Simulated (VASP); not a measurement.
Set up this calculation in VASP 6.6.1, as the native input.

```
Task                               : single point
Functional                         : HSE06
Potentials or basis                : VASP PAW PBE potentials, release 64 (Li_sv, H)
Cutoff                             : 520 eV
k mesh                             : 8 × 8 × 8
Occupations                        : gaussian, width 0.01 eV
Spin                               : no spin polarisation
Dipole correction                  : no
Grid for exact exchange (PRECFOCK) : Normal
Further INCAR settings             : ALGO = Normal; EDIFF = 1e-06; NBANDS = 9
Share of exact exchange            : 0.25
Screening parameter                : 0.2079 1/Å
```

Crystal: LiH.

```
Li H
1.0
     0.01356    1.99653    1.99653
     1.99653    0.01356    1.99653
     1.99653    1.99653    0.01356
Li H
1 1
Direct
  0.00000 0.00000 0.00000
  0.50000 0.50000 0.50000
```

This cell differs from its parent crystal: epitaxial 111 strain -1.0%.

One way to write it, as run:

POSCAR

```
LiH
1.0
    0.0135630404      1.9965279331      1.9965279331
    1.9965279331      0.0135630404      1.9965279331
    1.9965279331      1.9965279331      0.0135630404
Li H
1 1
Direct
    0.0000000000      0.0000000000      0.0000000000
    0.5000000000      0.5000000000      0.5000000000
```

INCAR.step1

```
SYSTEM = LiH
PREC = Accurate
ENCUT = 520
EDIFF = 1E-5
ISMEAR = 0
SIGMA = 0.01
LREAL = .FALSE.
LASPH = .TRUE.
NELM = 80
ALGO = Normal
ISIF = 2
LWAVE = .TRUE.
NBANDS = 9
GGA = PE
```

INCAR.step2

```
SYSTEM = LiH
PREC = Accurate
ENCUT = 520
EDIFF = 1E-6
ISMEAR = 0
SIGMA = 0.01
LREAL = .FALSE.
LASPH = .TRUE.
NELM = 80
ALGO = Normal
ISIF = 2
LWAVE = .FALSE.
LCHARG = .TRUE.
GGA = PE
LHFCALC = .TRUE.
HFSCREEN = 0.2079
PRECFOCK = Normal
LELF = .TRUE.
LVHAR = .TRUE.
NBANDS = 9
ISTART = 1
```

KPOINTS

```
regular mesh
0
G
  8 8 8
  0 0 0
```

Potentials or basis: VASP PAW PBE potentials, release 64 (Li_sv, H).

Launch:

```bash
$ cat potpaw_PBE.64/Li_sv/POTCAR potpaw_PBE.64/H/POTCAR > POTCAR
$ cp INCAR.step1 INCAR
$ mpirun -np 1 vasp_std > vasp.out
$ cp INCAR.step2 INCAR
$ mpirun -np 1 vasp_std > vasp.out
```

Results of the run:

```
Band gap on the k mesh : 3.96 eV
```

Caveat: the cell differs from its parent crystal (epitaxial 111 strain -1.0%).

Run time: 4.1 min on 1 thread of Intel(R) Xeon(R) Platinum 8375C CPU @ 2.90GHz (Ice Lake), with other jobs on the host, peak memory 0.25 GiB.
